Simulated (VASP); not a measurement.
A run of VASP 6.6.1 is set up as follows.

File POSCAR:

```
MgO
1.0
    0.0000000000      2.1021674158      2.1021674158
    2.1021674158      0.0000000000      2.1021674158
    2.1021674158      2.1021674158      0.0000000000
Mg O
1 1
Direct
    0.0000000000      0.0000000000      0.0000000000
    0.5000000000      0.5000000000      0.5000000000
```

The input INCAR.step1:

```
PREC = Accurate
ENCUT = 520
EDIFF = 1E-5
ISMEAR = 0
SIGMA = 0.01
LREAL = False
LASPH = True
NELM = 80
ALGO = Normal
ISIF = 2
LWAVE = True
NBANDS = 11
GGA = PE
```

INCAR.step2

```
PREC = Accurate
ENCUT = 520
EDIFF = 1E-7
ISMEAR = 0
SIGMA = 0.01
LREAL = False
LASPH = True
NELM = 80
ALGO = Normal
ISIF = 2
LWAVE = False
LCHARG = True
GGA = PE
LHFCALC = True
AEXX = 0.2
HFSCREEN = 0.1
PRECFOCK = Normal
LELF = True
LVHAR = True
NBANDS = 11
ISTART = 1
```

The input KPOINTS:

```
regular mesh
0
Gamma
  6 6 6
```

Potentials or basis: VASP PAW PBE potentials, release 64 (Mg, O).

The run is started by

```console
$ cat potpaw_PBE.64/Mg/POTCAR potpaw_PBE.64/O/POTCAR > POTCAR
$ cp INCAR.step1 INCAR
$ mpirun -np 1 vasp_std > vasp.out
$ cp INCAR.step2 INCAR
$ mpirun -np 1 vasp_std > vasp.out
```

Task: Predict the band gap on the k mesh.

Result: 6.43 eV, direct.

Task: What does it give for the pressure?

Result: 0.3 GPa.

Caveat: the k points lie up to 0.43 Å⁻¹ apart; the PAW data sets were made with another functional, which shifts forces and pressure a little.
